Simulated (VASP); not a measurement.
# GaB (Pm-3m) in VASP: single point with PBE

Aim: the single point of GaB with PBE.

All numbers are computed with VASP 6.6.1; they aren't measurements. Logs are shortened: lines on timing, memory, paths and dates and some standing lists are left out, and cuts for length are marked.

**1. The cell of the first run**

It takes space group Pm-3m (No. 221, cubic). Conventional cell: a = 2.912 Å, b = 2.912 Å, c = 2.912 Å, α = 90.00°, β = 90.00°, γ = 90.00°. Ga (site symmetry m-3m) has 8 B at 2.52 Å and 6 Ga at 2.91 Å within 3.3 Å. Within 3.3 Å of B (site symmetry m-3m) lie 8 Ga at 2.52 Å and 6 B at 2.91 Å.

**2. Single point, PBE**

File INCAR:

```
SYSTEM = GaB
PREC = Accurate ; ENCUT = 500
EDIFF = 1E-6 ; ISMEAR = 0
SIGMA = 0.1 ; LREAL = .FALSE.
LASPH = .TRUE. ; NELM = 120
ALGO = Normal ; ISIF = 2
LWAVE = .FALSE. ; LCHARG = .FALSE.
GGA = PE ; NBANDS = 15
GGA_COMPAT = .FALSE.
```

File KPOINTS:

```
Automatic mesh
0
G
  6 6 6
  0 0 0
```

File POSCAR:

```
GaB
1.0
    2.9120589862      0.0000000000      0.0000000000
    0.0000000000      2.9120589862      0.0000000000
    0.0000000000      0.0000000000      2.9120589862
Ga B
1 1
Direct
    0.0000000000      0.0000000000      0.0000000000
    0.5000000000      0.5000000000      0.5000000000
```

Potentials or basis: VASP PAW PBE potentials, release 64 (Ga_d, B).

Run with:

```console
cat potpaw_PBE.64/Ga_d/POTCAR potpaw_PBE.64/B/POTCAR > POTCAR
mpirun -np 1 vasp_std > vasp.out
```

OUTCAR:

```text
SYSTEM = GaB
   PREC = Accurate
   ENCUT = 500
   EDIFF = 1E-6
   ISMEAR = 0
   LREAL = .FALSE.
   LASPH = .TRUE.
   NELM = 120
   ISIF = 2
   GGA = PE

 ion  position               nearest neighbor table
   1  0.000  0.000  0.000-   2 2.52   2 2.52   2 2.52   2 2.52   2 2.52   2 2.52   2 2.52   2 2.52

   2  0.500  0.500  0.500-   1 2.52   1 2.52   1 2.52   1 2.52   1 2.52   1 2.52   1 2.52   1 2.52

  LATTYP: Found a simple cubic cell.
 ALAT       =     2.9120589862

  Lattice vectors:

 A1 = (   2.9120589862,   0.0000000000,   0.0000000000)
 A2 = (   0.0000000000,   2.9120589862,   0.0000000000)
 A3 = (   0.0000000000,   0.0000000000,   2.9120589862)

Analysis of symmetry for initial positions (statically):
=====================================================================
 Subroutine PRICEL returns:
 Original cell was already a primitive cell.

 Routine SETGRP: Setting up the symmetry group for a
 simple cubic supercell.

 Subroutine GETGRP returns: Found 48 space group operations
 (whereof 48 operations were pure point group operations)
 out of a pool of 48 trial point group operations.

The static configuration has the point symmetry O_h .

Analysis of symmetry for dynamics (positions and initial velocities):
=====================================================================
 Subroutine PRICEL returns:
 Original cell was already a primitive cell.

 Routine SETGRP: Setting up the symmetry group for a
 simple cubic supercell.

 Subroutine GETGRP returns: Found 48 space group operations
 (whereof 48 operations were pure point group operations)
 out of a pool of 48 trial point group operations.

The dynamic configuration has the point symmetry O_h .

 Subroutine INISYM returns: Found 48 space group operations
 (whereof 48 operations are pure point group operations),
 and found     1 'primitive' translations

----------------------------------------------------------------------------------------

                                     Primitive cell

  volume of cell :      24.6945

  direct lattice vectors                    reciprocal lattice vectors
     2.912058986  0.000000000  0.000000000     0.343399637  0.000000000  0.000000000
     0.000000000  2.912058986  0.000000000     0.000000000  0.343399637  0.000000000
     0.000000000  0.000000000  2.912058986     0.000000000  0.000000000  0.343399637

  length of vectors
     2.912058986  2.912058986  2.912058986     0.343399637  0.343399637  0.343399637

  position of ions in fractional coordinates (direct lattice)
     0.000000000  0.000000000  0.000000000
     0.500000000  0.500000000  0.500000000

  ion indices of the primitive-cell ions
   primitive index   ion index
                 1           1
[... 82 lines left out ...]
   EFERMI =   0.00;   METHOD = LEGACY
   ISMEAR =     0;   SIGMA  =   0.10  broadening in eV -4-tet -1-fermi 0-gaus
   EFERMI_NEDOS =   21; number of points for ismear=-14 and -15
   IALGO  =     38    algorithm
   IMIX   =      4    mixing-type and parameters
     AMIX     =   0.40;   BMIX     =  1.00
     AMIX_MAG =   1.60;   BMIX_MAG =  1.00
  volume/ion in A,a.u.               =      12.35        83.32
  Fermi-wavevector in a.u.,A,eV,Ry     =   1.416602  2.676990 27.303662  2.006763
  Thomas-Fermi vector in A             =   2.537920
   LORBIT       =      0    0 simple, 1 ext, 2 COOP (PROOUT), +10 PAW based schemes
   GGA     = PE    functional components
   LHFCALC =     F    Hartree Fock is set to
   AEXX    =    0.0000 exact exchange contribution
   IVDW    =     0    specifies the selected vdW correction
   LEPSILON=     F    determine dielectric tensor
   LRPA    =     F    only Hartree local field effects (RPA)
 non-spin polarized calculation
 Gauss-broadening in eV      SIGMA  =   0.10
  energy-cutoff  :      500.00
  volume of cell :       24.69
 maximum number of plane-waves:       645
 NGX is ok and might be reduce to    24
   NGX = 11   NGY = 11   NGZ = 11

 number of electron      16.0000002 magnetization

 Free energy of the ion-electron system (eV)
  ---------------------------------------------------
  ext. energy  EPLUGINS =         0.00000000
  ---------------------------------------------------
  free energy    TOTEN  =        -7.06698549 eV

  energy without entropy =       -7.06098000  energy(sigma->0) =       -7.06398275

 E-fermi :   6.4615     XC(G=0): -11.7462

 val. band max:        6.2363980218   @ k =   0.5000   0.3333   0.1667
 cond. band min:       6.4839041167   @ k =   0.3333   0.1667   0.0000
 fundamental gap:      0.2475060949
 Fermi energy:         6.4615115051

 k-point     1 :       0.0000    0.0000    0.0000
  band No.  band energies     occupation
      1      -8.4705      2.00000
      2      -8.4705      2.00000
      3      -8.1542      2.00000
      4      -8.1542      2.00000
      5      -8.1542      2.00000
      6      -6.4832      2.00000
      7       7.5901      0.00000
      8       7.5901      0.00000
      9       7.5901      0.00000
     10      10.4700      0.00000
     11      14.3771      0.00000
     12      14.3771      0.00000
     13      20.2344      0.00000
     14      20.2344      0.00000
[... 329 lines left out ...]
      2      -8.4375      2.00000
      3      -8.4375      2.00000
      4      -8.0387      2.00000
      5      -8.0387      2.00000
      6       4.1572      2.00000
      7       5.4536      2.00000
      8       5.4536      2.00000
      9       5.4536      2.00000
     10       7.0925      0.00000
     11       7.0925      0.00000
     12       7.0925      0.00000
     13       7.3997      0.00000
     14      28.3864      0.00000
     15      28.3864      0.00000

------------------------ aborting loop because EDIFF is reached ----------------------------------------

  FORCE on cell =-STRESS in cart. coord.  units (eV):
  Direction    XX          YY          ZZ          XY          YZ          ZX
  --------------------------------------------------------------------------------------
  -------------------------------------------------------------------------------------
  Total       -0.1514849     -0.1514849     -0.1514849     -0.0000000     -0.0000000     -0.0000000
  in kB       -9.8283260     -9.8283260     -9.8283260     -0.0000000     -0.0000000     -0.0000000
  external PRESSURE =      -9.8283260 kB  Pullay stress =       0.0000000 kB

 VOLUME and BASIS-vectors are now :
 -----------------------------------------------------------------------------
  energy-cutoff  :      500.00
  volume of cell :       24.69
      direct lattice vectors                 reciprocal lattice vectors
     2.912058986  0.000000000  0.000000000     0.343399637  0.000000000  0.000000000
     0.000000000  2.912058986  0.000000000     0.000000000  0.343399637  0.000000000
     0.000000000  0.000000000  2.912058986     0.000000000  0.000000000  0.343399637

 POSITION                                       TOTAL-FORCE (eV/Angst)
 -----------------------------------------------------------------------------------
      0.00000      0.00000      0.00000         0.000000      0.000000      0.000000
      1.45603      1.45603      1.45603         0.000000      0.000000      0.000000
 -----------------------------------------------------------------------------------
    total drift:                                0.000000      0.000000      0.000000

  FREE ENERGIE OF THE ION-ELECTRON SYSTEM (eV)
  ---------------------------------------------------
  free  energy   TOTEN  =        -7.0669854920 eV

  energy  without entropy=       -7.0609800006  energy(sigma->0) =       -7.06398275
```

OSZICAR:

```text
N       E                     dE             d eps       ncg     rms          rms(c)
DAV:   1     0.552126714822E+02    0.55213E+02   -0.75789E+03   656   0.176E+03
DAV:   2    -0.392084924242E+01   -0.59134E+02   -0.55618E+02   691   0.274E+02
DAV:   3    -0.723045030813E+01   -0.33096E+01   -0.32944E+01   684   0.507E+01
DAV:   4    -0.725800637454E+01   -0.27556E-01   -0.27553E-01   698   0.497E+00
DAV:   5    -0.725829260261E+01   -0.28623E-03   -0.28622E-03   685   0.485E-01    0.193E+00
DAV:   6    -0.708145871811E+01    0.17683E+00   -0.19291E-01   835   0.975E+00    0.749E-01
DAV:   7    -0.707053498575E+01    0.10924E-01   -0.21228E-02   687   0.106E+00    0.387E-01
DAV:   8    -0.706709489180E+01    0.34401E-02   -0.33872E-03   894   0.660E-01    0.616E-02
DAV:   9    -0.706698480799E+01    0.11008E-03   -0.24567E-04   698   0.221E-01    0.911E-03
DAV:  10    -0.706698549204E+01   -0.68404E-06   -0.90466E-06   723   0.239E-02
   1 F= -.70669855E+01 E0= -.70639827E+01  d E =-.600549E-02
```

stdout:

```text
POSCAR found type information on POSCAR GaB
 POSCAR found :  2 types and       2 ions
 scaLAPACK will be used
 LDA part: xc-table for (Slater+PW92), standard interpolation
 POSCAR, INCAR and KPOINTS ok, starting setup
 FFT: planning ... GRIDC
 FFT: planning ... GRID_SOFT
 FFT: planning ... GRID
 WAVECAR not read
 entering main loop
```

Wall time 5 s (1 thread of AMD EPYC 7R13 (Zen 3), shared host); peak memory 0.1 GiB.

What came out:

```
Free energy            : -7.0670 eV
Pressure               : -1.0 GPa
Band gap on the k mesh : zero (bands 8 and 9 overlap by 7.03 eV)
```

Levels at points of the mesh, in eV from the Fermi level:
```csv
k point,band 4,band 5,band 6,band 7,band 8,band 9,band 10,band 11,band 12,band 13
"(0.00, 0.00, 0.00)",-14.62,-14.62,-12.94,1.13,1.13,1.13,4.01,7.92,7.92,13.77
"(0.50, 0.00, 0.00)",-14.73,-14.61,-8.82,-8.56,3.53,3.53,7.05,7.69,8.44,8.44
"(0.50, 0.50, 0.00)",-14.70,-14.51,-4.90,-4.90,-4.63,-3.50,4.39,9.99,9.99,11.90
"(0.50, 0.50, 0.50)",-14.50,-14.50,-2.30,-1.01,-1.01,-1.01,0.63,0.63,0.63,0.94
```
